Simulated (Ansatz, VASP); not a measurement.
**Two plane-wave programs on Al32Ga**

```
Al Ga
1.0
     8.10000    0.00000    0.00000
     0.00000    8.10000    0.00000
     0.00000    0.00000    8.10000
Al Ga
32 1
Direct
  0.51246 0.99977 0.99980
  0.74968 0.23726 0.99980
  0.74982 0.99986 0.25246
  0.98721 0.99977 0.99980
  0.24992 0.19589 0.99993
  0.55323 0.49993 0.99992
  0.74968 0.76249 0.99980
  0.24976 0.99977 0.26248
  0.50206 0.24756 0.25209
  0.74968 0.49982 0.26247
  0.50243 0.99986 0.49985
  0.74982 0.24719 0.49984
  0.74982 0.99986 0.74716
  0.94573 0.49993 0.99993
  0.24992 0.80339 0.99992
  0.99756 0.24762 0.25203
  0.24992 0.49993 0.30333
  0.50210 0.75216 0.25214
  0.99713 0.99986 0.49984
  0.24976 0.23726 0.49973
  0.51246 0.49982 0.49973
  0.74982 0.75249 0.49985
  0.24976 0.99977 0.73724
  0.50201 0.24760 0.74758
  0.74968 0.49982 0.73724
  0.99752 0.75210 0.25207
  0.98721 0.49982 0.49973
  0.24976 0.76249 0.49973
  0.99761 0.24767 0.74764
  0.24992 0.49993 0.69583
  0.50205 0.75211 0.74754
  0.99756 0.75204 0.74760
  0.24930 0.49951 0.99943
```

Alike in both runs: functional LDA; k mesh 2 × 2 × 2; occupations gaussian, width 0.05 eV; no spin polarisation.

Ansatz relaxed the structure, and its values are those at the end. VASP's run is a single point on that final structure, the one shown.

|  | VASP | Ansatz |
| --- | --- | --- |
| version | VASP 6.6.1 | Ansatz 0.2.0 |
| potentials or method | VASP PAW LDA potentials, release 64 (Al, Ga_d), cutoff 520 eV | scalar-relativistic, plane waves, PAW |
| valence electrons in the cell | 109 | 109 |

```csv
,VASP,Ansatz,Ansatz less VASP
rms of the force components (eV/Å),0.006,0.006,+0.0003
```

Ansatz warns that its potentials were made for another functional, while VASP's fit it. LDA's correlation is that of Perdew and Zunger in VASP and of Perdew and Wang (1992) in Ansatz.

The k mesh is coarse, so the values compare programs but aren't converged.
